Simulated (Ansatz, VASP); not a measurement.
**Two plane-wave programs on Ge**

INCAR

```
SYSTEM = Ge
PREC = Accurate
ENCUT = 520
EDIFF = 1E-7
ISMEAR = 0
SIGMA = 0.15
LREAL = .FALSE.
LASPH = .TRUE.
NELM = 80
ALGO = Normal
ISIF = 2
LWAVE = .FALSE.
LCHARG = .TRUE.
GGA = PE
LELF = .TRUE.
LVHAR = .TRUE.
NBANDS = 36
```

Contents of KPOINTS:

```
regular mesh
0
G
  12 12 8
  0 0 0
```

POSCAR

```
Ge
1.0
    4.1799014089      0.0000000000      0.0000000000
   -2.0899507045      3.6199008054      0.0000000000
    0.0000000000      0.0000000000      6.4917523466
Ge
4
Direct
    0.6666666667      0.3333333333      0.0627911807
    0.3333333333      0.6666666667      0.5627911807
    0.6666666667      0.3333333333      0.4372088193
    0.3333333333      0.6666666667      0.9372088193
```

Input for Ansatz:

```yaml
crystal:
  lattice:
    - [4.1799014089, 0.0, 0.0]
    - [-2.0899507045, 3.6199008054, 0.0]
    - [0.0, 0.0, 6.4917523466]
  atoms:
    - { symbol: Ge, position: [0.6666666667, 0.3333333333, 0.0627911807] }
    - { symbol: Ge, position: [0.3333333333, 0.6666666667, 0.5627911807] }
    - { symbol: Ge, position: [0.6666666667, 0.3333333333, 0.4372088193] }
    - { symbol: Ge, position: [0.3333333333, 0.6666666667, 0.9372088193] }
basis:
  ecutwfc: 420
kpoints:
  mp_grid: { grid: [12, 12, 8] }
hamiltonian:
  xc: pbe
scf:
  occupations: { method: gaussian, width: 0.15 }
output:
  forces: true
  stress: true
  eigenvalues: true
```

Change from the starting cell: strain +0.030 along x and y, -0.030 along z, atoms carried along.

Alike in both runs: task single point; functional PBE; k mesh 12 × 12 × 8; occupations gaussian, width 0.15 eV; no spin polarisation.

|  | VASP | Ansatz |
| --- | --- | --- |
| version | VASP 6.6.1 | Ansatz 0.2.0 |
| potentials or method | VASP PAW PBE potentials, release 64 (Ge_d), cutoff 520 eV | scalar-relativistic, plane waves, PAW |
| valence electrons in the cell | 56 | 56 |

Ansatz gave:

* gap on the k mesh at the Fermi level (eV): none
* pressure (GPa): -1.2
* traceless stress, the component that is largest in VASP (GPa): 6.24
* rms of the force components (eV/Å): 0.321

Which values does VASP return?

gap on the k mesh at the Fermi level (eV): none; pressure (GPa): -1.2; traceless stress, the component that is largest in VASP (GPa): 6.24; rms of the force components (eV/Å): 0.320.

Atom by atom the forces differ by 0.001 eV/Å (rms over components). A gap of «none» marks a metal or a gap that the smearing closes.
